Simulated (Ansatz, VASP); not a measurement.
## P: VASP beside Ansatz

The input INCAR:

```
PREC = Accurate
ENCUT = 520
EDIFF = 1E-7
ISMEAR = 0
SIGMA = 0.15
LREAL = F
LASPH = T
NELM = 80
ALGO = Normal
ISIF = 2
LWAVE = F
LCHARG = F
GGA = PS
NBANDS = 8
```

KPOINTS

```
Automatic mesh
0
Gamma
  12 12 12
```

POSCAR

```
P
1.0
    4.2729048574      0.0000000000      0.0000000000
    0.0000000000      4.2729048574      0.0000000000
    0.0000000000      0.0000000000      4.2685500000
P
1
Direct
    0.0000000000      0.0000000000      0.0000000000
```

Input for Ansatz:

```yaml
crystal:
  lattice:
    - [4.2729048574, 0.0, 0.0]
    - [0.0, 4.2729048574, 0.0]
    - [0.0, 0.0, 4.26855]
  atoms:
    - { symbol: P, position: [0.0, 0.0, 0.0] }
basis:
  ecutwfc: 420
kpoints:
  mp_grid: { grid: [12, 12, 12] }
hamiltonian:
  xc: pbesol
scf:
  occupations: { method: gaussian, width: 0.15 }
output:
  forces: true
  stress: true
  eigenvalues: true
```

Change from the starting cell: strain +0.000 along x and y, -0.025 along z, atoms carried along.

Alike in both runs: task single point; functional PBEsol; k mesh 12 × 12 × 12; occupations gaussian, width 0.15 eV; no spin polarisation.

|  | VASP | Ansatz |
| --- | --- | --- |
| version | VASP 6.6.1 | Ansatz 0.2.0 |
| potentials or method | VASP PAW PBE potentials, release 64 (P), cutoff 520 eV | scalar-relativistic, plane waves, PAW |
| valence electrons in the cell | 5 | 5 |

|  | VASP | Ansatz | Ansatz less VASP |
| --- | --- | --- | --- |
| gap on the k mesh at the Fermi level (eV) | none | none | - |
| pressure (GPa) | -4.1 | -4.1 | +0.01 |

VASP's potentials were made for PBE, not for PBEsol. A gap of «none» marks a metal or a gap that the smearing closes. With one functional, cell and mesh, what is left measures potentials, basis and numerics.
